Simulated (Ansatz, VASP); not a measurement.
**Ti: VASP beside Ansatz**

```
Ti
1.0
    -1.59779    1.59779    1.59779
     1.59779   -1.59779    1.59779
     1.59779    1.59779   -1.59779
Ti
1
Direct
  0.00000 0.00000 0.00000
```

Alike in both runs: task relaxation of cell and atoms; functional PBE; dispersion D3(BJ); k mesh 18 × 18 × 18; occupations gaussian, width 0.1 eV; no spin polarisation.

```csv
,VASP,Ansatz
version,VASP 6.6.1,Ansatz 0.2.0
potentials or method,"VASP PAW PBE potentials, release 64 (Ti_sv), cutoff 600 eV","scalar-relativistic, plane waves, PAW"
valence electrons in the cell,12,12
```

VASP gave:

```
gap on the k mesh at the Fermi level, each at its own relaxed structure (eV) : none
relaxed volume (Å³/atom)                                                     : 16.26
relaxed cell length with the largest relative difference (Å)                 : 2.764
```

Estimate Ansatz's values.

gap on the k mesh at the Fermi level, each at its own relaxed structure (eV): none; relaxed volume (Å³/atom): 16.30; relaxed cell length with the largest relative difference (Å): 2.767.

A gap of «none» marks a metal or a gap that the smearing closes.
